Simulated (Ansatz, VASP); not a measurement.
## One calculation of Si2Ni, two programs

Contents of INCAR:

```
PREC     = Accurate       # precision mode
ENCUT    = 520            # plane-wave cutoff, eV
EDIFF    = 1E-6           # SCF threshold, eV
ISMEAR   = 0              # smearing method
SIGMA    = 0.15           # smearing width, eV
LREAL    = False          # projectors in reciprocal space
LASPH    = True           # aspherical terms in the spheres
NELM     = 100            # most SCF steps
ALGO     = Normal         # electronic algorithm
ISIF     = 2              # what is computed and relaxed
LWAVE    = False          # write WAVECAR
LCHARG   = False          # write CHGCAR
GGA      = PE             # functional
NBANDS   = 16             # bands
```

File KPOINTS:

```
regular mesh
0
Gamma
  14 14 14
```

File POSCAR:

```
Si2Ni
1.0
    0.0000000000      2.7231673631      2.7231673631
    2.7231673631      0.0000000000      2.7231673631
    2.7231673631      2.7231673631      0.0000000000
Si Ni
2 1
Direct
    0.2500000000      0.2500000000      0.2500000000
    0.7500000000      0.7500000000      0.7500000000
    0.0000000000      0.0000000000      0.0000000000
```

Input for Ansatz:

```yaml
crystal:
  lattice:
    - [0.0, 2.7231673631, 2.7231673631]
    - [2.7231673631, 0.0, 2.7231673631]
    - [2.7231673631, 2.7231673631, 0.0]
  atoms:
    - { symbol: Si, position: [0.25, 0.25, 0.25] }
    - { symbol: Si, position: [0.75, 0.75, 0.75] }
    - { symbol: Ni, position: [0.0, 0.0, 0.0] }
basis:
  ecutwfc: 520.0
kpoints:
  mp_grid: { grid: [14, 14, 14] }
hamiltonian:
  xc: pbe
  pseudopotentials: { kind: paw, azcp: { folder: soft_1 } }
scf:
  occupations: { method: gaussian, width: 0.15 }
  lower_state_search: "off"
output:
  forces: true
  stress: true
  eigenvalues: true
```

Alike in both runs: task single point; functional PBE; k mesh 14 × 14 × 14; occupations gaussian, width 0.15 eV; no spin polarisation.

```csv
,VASP,Ansatz
version,VASP 6.6.1,Ansatz 0.2.0
potentials or method,"VASP PAW PBE potentials, release 64 (Si, Ni), cutoff 520 eV","scalar-relativistic, plane waves, PAW"
valence electrons in the cell,18,26
```

|  | VASP | Ansatz | Ansatz less VASP |
| --- | --- | --- | --- |
| gap on the k mesh at the Fermi level (eV) | none | none | - |
| pressure (GPa) | -0.1 | 0.0 | +0.11 |

A gap of «none» marks a metal or a gap that the smearing closes. VASP's potentials hold 18 valence electrons a cell and Ansatz's 26, so a difference there can come from the potentials and not from the codes.
